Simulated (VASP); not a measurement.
# MnS (F-43m) in VASP: a series of runs, part 3 of 3

VASP 6.6.1. Earlier steps stand in the parts before.

**6. Relaxation of cell and atoms, PBEsol+U, collinear spin, ferromagnetic start**

INCAR reads:

```
  PREC = Accurate
  ENCUT = 600
  EDIFF = 1E-6
  ISMEAR = -1
  SIGMA = 0.05
  LREAL = False
  LASPH = True
  NELM = 150
  ALGO = Normal
  ISIF = 3
  LWAVE = False
  LCHARG = False
  ISPIN = 2
  MAGMOM = 4 0
  LORBIT = 11
  LMAXMIX = 4
  LDAU = True
  LDAUTYPE = 2
  LDAUL = 2 -1
  LDAUU = 6 0
  LDAUJ = 0 0
  LDAUPRINT = 1
  GGA = PS
  IBRION = 2
  NSW = 60
  EDIFFG = -0.01
```

KPOINTS reads:

```
regular mesh
0
Gamma
  9 9 9
```

POSCAR reads:

```
MnS
1.0
    0.0000000000      2.4734634191      2.4734634191
    2.4734634191      0.0000000000      2.4734634191
    2.4734634191      2.4734634191      0.0000000000
Mn S
1 1
Direct
    0.0000000000      0.0000000000      0.0000000000
    0.7500000000      0.7500000000      0.7500000000
```

Potentials or basis: VASP PAW PBE potentials, release 64 (Mn_pv, S).

The run is started by

```console
> cat potpaw_PBE.64/Mn_pv/POTCAR potpaw_PBE.64/S/POTCAR > POTCAR
> mpirun -np 1 vasp_std > vasp.out
```

OUTCAR:

```text
PREC = Accurate
   ENCUT = 600
   EDIFF = 1E-6
   ISMEAR = -1
   LREAL = False
   LASPH = True
   NELM = 150
   ISIF = 3
   ISPIN = 2
   LORBIT = 11
   GGA = PS
   IBRION = 2
   NSW = 60
   EDIFFG = -0.01

 ion  position               nearest neighbor table
   1  0.000  0.000  0.000-   2 2.14   2 2.14   2 2.14   2 2.14
   2  0.750  0.750  0.750-   1 2.14   1 2.14   1 2.14   1 2.14

  LATTYP: Found a face centered cubic cell.
 ALAT       =     4.9469268382

  Lattice vectors:

 A1 = (   0.0000000000,   2.4734634191,   2.4734634191)
 A2 = (   2.4734634191,   0.0000000000,   2.4734634191)
 A3 = (   2.4734634191,   2.4734634191,   0.0000000000)

Analysis of symmetry for initial positions (statically):
=====================================================================
 Subroutine PRICEL returns:
 Original cell was already a primitive cell.

 Routine SETGRP: Setting up the symmetry group for a
 face centered cubic supercell.

 Subroutine GETGRP returns: Found 24 space group operations
 (whereof 24 operations were pure point group operations)
 out of a pool of 48 trial point group operations.

The static configuration has the point symmetry T_d .

Analysis of symmetry for dynamics (positions and initial velocities):
=====================================================================
 Subroutine PRICEL returns:
 Original cell was already a primitive cell.

 Routine SETGRP: Setting up the symmetry group for a
 face centered cubic supercell.

 Subroutine GETGRP returns: Found 24 space group operations
 (whereof 24 operations were pure point group operations)
 out of a pool of 48 trial point group operations.

The dynamic configuration has the point symmetry T_d .

Analysis of structural, dynamic, and magnetic symmetry:
=====================================================================
 Subroutine PRICEL returns:
 Original cell was already a primitive cell.

 Routine SETGRP: Setting up the symmetry group for a
 face centered cubic supercell.

 Subroutine GETGRP returns: Found 24 space group operations
 (whereof 24 operations were pure point group operations)
 out of a pool of 48 trial point group operations.

The overall configuration has the point symmetry T_d .

 Subroutine INISYM returns: Found 24 space group operations
 (whereof 24 operations are pure point group operations),
 and found     1 'primitive' translations

----------------------------------------------------------------------------------------

                                     Primitive cell

  volume of cell :      30.2654

  direct lattice vectors                    reciprocal lattice vectors
     0.000000000  2.473463419  2.473463419    -0.202145702  0.202145702  0.202145702
     2.473463419  0.000000000  2.473463419     0.202145702 -0.202145702  0.202145702
     2.473463419  2.473463419  0.000000000     0.202145702  0.202145702 -0.202145702

  length of vectors
     3.498005513  3.498005513  3.498005513     0.350126627  0.350126627  0.350126627

  position of ions in fractional coordinates (direct lattice)
[... 110 lines left out ...]
   AEXX    =    0.0000 exact exchange contribution
   IVDW    =     0    specifies the selected vdW correction
   LEPSILON=     F    determine dielectric tensor
   LRPA    =     F    only Hartree local field effects (RPA)
 conjugate gradient relaxation of ions
 spin polarized calculation
  energy-cutoff  :      600.00
  volume of cell :       30.27
 maximum number of plane-waves:      1022
   NGX = 13   NGY = 13   NGZ = 13

--------------------------------------- Ionic step        1  -------------------------------------------

 number of electron      18.9999986 magnetization       4.7096900

 Free energy of the ion-electron system (eV)
  ---------------------------------------------------
  ext. energy  EPLUGINS =         0.00000000
  ---------------------------------------------------
  free energy    TOTEN  =       -10.98260883 eV

  energy without entropy =      -10.97755290  energy(sigma->0) =      -10.98008086

 E-fermi :   8.2991     XC(G=0): -11.3159

 val. band max:        8.2903577966   @ k =  -0.4444   0.3333   0.0000
 cond. band min:       8.3518245544   @ k =   0.2222   0.1111   0.0000
 fundamental gap:      0.0614667578
 Fermi energy:         8.2990843218

 spin component 1

 k-point     1 :       0.0000    0.0000    0.0000
  band No.  band energies     occupation
      1     -42.3495      1.00000
      2     -42.3495      1.00000
      3     -42.3495      1.00000
      4      -7.6449      1.00000
      5       0.3734      1.00000
      6       0.3734      1.00000
      7       0.3734      1.00000
      8       2.3150      1.00000
      9       2.3150      1.00000
     10       9.1764      0.00000
     11       9.1764      0.00000
     12       9.1764      0.00000
[... 954 lines left out ...]
  FREE ENERGIE OF THE ION-ELECTRON SYSTEM (eV)
  ---------------------------------------------------
  free  energy   TOTEN  =       -13.1293509818 eV

  energy  without entropy=      -13.1293509741  energy(sigma->0) =      -13.12935098

atom =   1  type =  1  l = 2

 onsite density matrix

spin component  1

  0.0437  0.0000  0.0000  0.0000  0.0000
  0.0000  0.0437  0.0000  0.0000  0.0000
  0.0000  0.0000  0.0123 -0.0000  0.0000
  0.0000  0.0000 -0.0000  0.0437 -0.0000
  0.0000  0.0000  0.0000 -0.0000  0.0123

spin component  2

  0.9475 -0.0000  0.0000 -0.0000 -0.0000
 -0.0000  0.9475  0.0000  0.0000 -0.0000
  0.0000  0.0000  0.9400 -0.0000 -0.0000
 -0.0000  0.0000 -0.0000  0.9475 -0.0000
 -0.0000 -0.0000 -0.0000 -0.0000  0.9400

 occupancies and eigenvectors

  o =  0.0123  v =  0.0000  0.0000  0.0499 -0.0000 -0.9988  0.0000  0.0000  0.0000  0.0000  0.0000      0.0000  0.0000  0.0000  0.0000  0.0000  0.0000  0.0000  0.0000  0.0000  0.0000
  o =  0.0123  v =  0.0000 -0.0000  0.9988 -0.0000  0.0499  0.0000  0.0000  0.0000  0.0000  0.0000      0.0000  0.0000  0.0000  0.0000  0.0000  0.0000  0.0000  0.0000  0.0000  0.0000
  o =  0.0437  v =  1.0000  0.0000  0.0000  0.0000  0.0000  0.0000  0.0000  0.0000  0.0000  0.0000      0.0000  0.0000  0.0000  0.0000  0.0000  0.0000  0.0000  0.0000  0.0000  0.0000
  o =  0.0437  v =  0.0000  0.0004  0.0000  1.0000 -0.0000  0.0000  0.0000  0.0000  0.0000  0.0000      0.0000  0.0000  0.0000  0.0000  0.0000  0.0000  0.0000  0.0000  0.0000  0.0000
  o =  0.0437  v =  0.0000 -1.0000  0.0000  0.0004 -0.0000  0.0000  0.0000  0.0000  0.0000  0.0000      0.0000  0.0000  0.0000  0.0000  0.0000  0.0000  0.0000  0.0000  0.0000  0.0000
  o =  0.9400  v =  0.0000  0.0000  0.0000  0.0000  0.0000  0.0000  0.0000 -0.9998 -0.0000  0.0175      0.0000  0.0000  0.0000  0.0000  0.0000  0.0000  0.0000  0.0000  0.0000  0.0000
  o =  0.9400  v =  0.0000  0.0000  0.0000  0.0000  0.0000  0.0000 -0.0000  0.0175  0.0000  0.9998      0.0000  0.0000  0.0000  0.0000  0.0000  0.0000  0.0000  0.0000  0.0000  0.0000
  o =  0.9475  v =  0.0000  0.0000  0.0000  0.0000  0.0000  1.0000  0.0000  0.0000  0.0000  0.0000      0.0000  0.0000  0.0000  0.0000  0.0000  0.0000  0.0000  0.0000  0.0000  0.0000
  o =  0.9475  v =  0.0000  0.0000  0.0000  0.0000  0.0000  0.0000 -0.9993 -0.0000 -0.0365 -0.0000      0.0000  0.0000  0.0000  0.0000  0.0000  0.0000  0.0000  0.0000  0.0000  0.0000
  o =  0.9475  v =  0.0000  0.0000  0.0000  0.0000  0.0000  0.0000 -0.0365 -0.0000  0.9993 -0.0000      0.0000  0.0000  0.0000  0.0000  0.0000  0.0000  0.0000  0.0000  0.0000  0.0000

--------------------------------------- Ionic step        4  -------------------------------------------

 number of electron      19.0000014 magnetization      -5.0000006

 Free energy of the ion-electron system (eV)
  ---------------------------------------------------
  ext. energy  EPLUGINS =         0.00000000
  ---------------------------------------------------
  free energy    TOTEN  =       -13.12999592 eV

  energy without entropy =      -13.12999591  energy(sigma->0) =      -13.12999592

 E-fermi :   4.0630     XC(G=0):  -9.2425

 val. band max:        3.3462625921   @ k =   0.0000   0.0000   0.0000
 cond. band min:       4.6937301268   @ k =   0.0000   0.0000   0.0000
 fundamental gap:      1.3474675347
 Fermi energy:         4.0629778014

 spin component 1

 k-point     1 :       0.0000    0.0000    0.0000
  band No.  band energies     occupation
      1     -41.9293      1.00000
      2     -41.9292      1.00000
      3     -41.9292      1.00000
      4      -9.2509      1.00000
      5       1.4204      1.00000
      6       1.4204      1.00000
      7       1.4204      1.00000
      8       5.5907      0.00000
      9       7.2788      0.00000
     10       7.2788      0.00000
     11       9.0419      0.00000
     12       9.0419      0.00000
[... 882 lines left out ...]
  FREE ENERGIE OF THE ION-ELECTRON SYSTEM (eV)
  ---------------------------------------------------
  free  energy   TOTEN  =       -13.1299959218 eV

  energy  without entropy=      -13.1299959150  energy(sigma->0) =      -13.12999592

 reached required accuracy - stopping structural energy minimisation

 total charge

# of ion       s       p       d       tot
------------------------------------------
    1        0.260   6.204   4.861  11.324
    2        1.307   2.451   0.000   3.758
--------------------------------------------------
tot          1.567   8.655   4.861  15.082

 magnetization (x)

# of ion       s       p       d       tot
------------------------------------------
    1       -0.046  -0.053  -4.556  -4.656
    2       -0.004   0.011   0.000   0.007
--------------------------------------------------
tot         -0.050  -0.043  -4.556  -4.649
```

OSZICAR:

```text
N       E                     dE             d eps       ncg     rms          rms(c)
DAV:   1     0.167932026730E+03    0.16793E+03   -0.11770E+04  2100   0.152E+03
DAV:   2    -0.323357857065E+01   -0.17117E+03   -0.16451E+03  2247   0.378E+02
DAV:   3    -0.103689693937E+02   -0.71354E+01   -0.70885E+01  2520   0.850E+01
[... 55 lines left out ...]
DAV:   3    -0.131303593261E+02   -0.32211E-03   -0.42901E-03  2290   0.690E-01    0.283E-01
DAV:   4    -0.131300723044E+02    0.28702E-03   -0.53662E-04  2240   0.134E-01    0.174E-01
DAV:   5    -0.131299986520E+02    0.73652E-04   -0.10570E-04  2247   0.842E-02    0.658E-02
DAV:   6    -0.131299925346E+02    0.61175E-05   -0.46257E-05  2443   0.871E-02    0.405E-02
DAV:   7    -0.131299959822E+02   -0.34476E-05   -0.10786E-05  2135   0.368E-02    0.551E-03
DAV:   8    -0.131299959218E+02    0.60371E-07   -0.21624E-07  1400   0.532E-03
   4 F= -.13129996E+02 E0= -.13129996E+02  d E =-.214739E+01  mag=    -5.0000
```

CONTCAR:

```text
MnS
   1.00000000000000
    -0.0000000000000000    2.8510230365572333    2.8510230365572333
     2.8510230365572333    0.0000000000000000    2.8510230365572333
     2.8510230365572333    2.8510230365572333    0.0000000000000000
  Mn              S
     1     1
Direct
     0.0000000000000000    0.0000000000000000    0.0000000000000000
     0.7500000000000000    0.7500000000000000    0.7500000000000000

  0.00000000E+00  0.00000000E+00  0.00000000E+00
  0.00000000E+00  0.00000000E+00  0.00000000E+00
```

Run time: 2.1 min. Hardware: 1 thread of Oxide Virtual Turin-like, shared host; peak memory 0.16 GiB.

What came out:

```yaml
Free_energy: -13.1300 eV
Relaxed_volume: 23.17 Å³/atom
Relaxed_cell: a = 4.032 Å, b = 4.032 Å, c = 4.032 Å, α = 60.00°, β = 60.00°, γ = 60.00°
Space_group_after_relaxing_to_0.1_Å: F-43m (No. 216)
Energy_gained_by_relaxing: 1073.7 meV/atom
Ionic_steps: 4
Pressure_after_relaxing: 0.0 GPa
Band_gap_on_the_k_mesh: 1.35 eV
Net_moment: -5.00 μB per cell
Site_moments: Mn -4.66; S +0.01 μB
Valence_electrons_inside_the_program's_atomic_spheres: Mn 11.32; S 3.76
```

Step by step:
| step | energy change (eV) | largest force (eV/Å) | pressure (GPa) | volume (Å³) |
| --- | --- | --- | --- | --- |
| 1 | 0.0000 | 0.0000 | 56.40 | 30.27 |
| 2 | -1.6397 | 0.0000 | -9.38 | 60.11 |
| 3 | -2.1467 | 0.0000 | -0.51 | 46.72 |
| 4 | -2.1474 | 0.0000 | -0.04 | 46.35 |

Final structure:
```cif
data_structure
_symmetry_space_group_name_H-M 'P 1'
_symmetry_Int_Tables_number 1
_cell_length_a 4.0320
_cell_length_b 4.0320
_cell_length_c 4.0320
_cell_angle_alpha 60.000
_cell_angle_beta 60.000
_cell_angle_gamma 60.000
_cell_volume 46.35
loop_
_atom_site_label
_atom_site_type_symbol
_atom_site_fract_x
_atom_site_fract_y
_atom_site_fract_z
_atom_site_occupancy
Mn1 Mn 0.00000 0.00000 0.00000 1
S1 S 0.75000 0.75000 0.75000 1
```

Eigenvalues of the final occupation matrices:
| site | spin | trace | eigenvalues |
| --- | --- | --- | --- |
| site 1 d | 1 | 0.16 | 0.01 0.01 0.04 0.04 0.04 |
| site 1 d | 2 | 4.72 | 0.94 0.94 0.95 0.95 0.95 |

Caveat: the volume moved by over 15 % at a fixed basis, so the end points are rough; the PAW data sets were made with another functional, which shifts forces and pressure a little; a cell with one magnetic atom can't hold antiferromagnetic order, which such compounds often take.

**7. The runs side by side**

| U | gap on the mesh (eV) | pressure (GPa) | moment (μB) | relaxed volume (Å³/atom) |
| --- | --- | --- | --- | --- |
| Mn d U = 2.0 eV | 0.52 | 0.0 | 5.00 | 22.15 |
| Mn d U = 3.0 eV | 0.91 | 0.1 | 5.00 | 22.42 |
| Mn d U = 4.0 eV | 1.16 | -0.1 | 5.00 | 22.74 |
| Mn d U = 5.0 eV | 1.26 | 0.0 | 5.00 | 22.94 |
| Mn d U = 6.0 eV | 1.35 | 0.0 | 5.00 | 23.17 |

Alike in all rows: task relaxation of cell and atoms; level PBEsol+U; potentials or basis VASP PAW PBE potentials, release 64 (Mn_pv, S); spin collinear, ferromagnetic start; cell relaxed; k mesh 9 × 9 × 9; cutoff (eV) 600; smearing fermi-dirac 0.05 eV.

Caveats: the volume moved by over 15 % at a fixed basis, so the end points are rough; the PAW data sets were made with another functional, which shifts forces and pressure a little; a cell with one magnetic atom can't hold antiferromagnetic order, which such compounds often take; an odd mesh through Γ misses points on the zone boundary, where band edges can lie (at least some runs); semilocal functionals underestimate gaps, and a narrow one can read as zero (at least some runs).

Absolute energies hang on the potentials; compare differences alone.
